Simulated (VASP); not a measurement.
Runs of VASP 6.6.1 on InSb. The structure is that of space group F-43m (No. 216), or close to it. The cells are those of the table. 

| cell | gap on the mesh (eV) | pressure (GPa) |
| --- | --- | --- |
| a = 4.558, b = 4.558, c = 4.581 Å, angles 59.8, 59.8, 60.3°, 2 atoms | - | 1.3 |
| a = 4.535, b = 4.535, c = 4.581 Å, angles 59.7, 59.7, 60.7°, 2 atoms | - | (a) |
| a = 4.615, b = 4.615, c = 4.581 Å, angles 60.2, 60.2, 59.5°, 2 atoms | none | 0.2 |
| a = 4.592, b = 4.592, c = 4.581 Å, angles 60.1, 60.1, 59.8°, 2 atoms | none | 0.6 |

Alike in all rows: task single point; level PBEsol; potentials or basis VASP PAW PBE potentials, release 64 (In_d, Sb); no spin polarisation; k mesh 12 × 12 × 12; cutoff (eV) 520; smearing gaussian 0.15 eV.

**Question.** Fill in the values left out.

**Answer.** (a) 1.8.

Caveats: the PAW data sets were made with another functional, which shifts forces and pressure a little; spin-orbit coupling is left out, which moves the levels of the heavy elements; semilocal functionals underestimate gaps, so a narrow gap can read as zero (at least some runs).

A k mesh can miss the band edges, and the runs leave out spin-orbit coupling on In, Sb.

A gap of «none» marks levels without a gap at the run's occupations.
